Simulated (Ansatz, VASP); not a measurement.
# RbCl in VASP and in Ansatz

```
Rb Cl
1.0
     0.00000    3.34913    3.34913
     3.34913    0.00000    3.34913
     3.34913    3.34913    0.00000
Rb Cl
1 1
Direct
  0.00000 0.00000 0.00000
  0.50000 0.50000 0.50000
```

Alike in both runs: task single point; functional PBE; k mesh 6 × 6 × 6; occupations gaussian, width 0.02 eV; non-collinear spin, spin-orbit coupling.

|  | VASP | Ansatz |
| --- | --- | --- |
| version | VASP 6.6.1 | Ansatz 0.2.0 |
| potentials or method | VASP PAW PBE potentials, release 64 (Rb_sv, Cl), cutoff 500 eV | plane waves, PAW |
| valence electrons in the cell | 16 | 16 |

|  | VASP | Ansatz | Ansatz less VASP |
| --- | --- | --- | --- |
| net moment per atom (μB) | 0.00 | 0.00 | 0.000 |

The functional is the same, so the differences come from potentials, cutoffs and numerics.
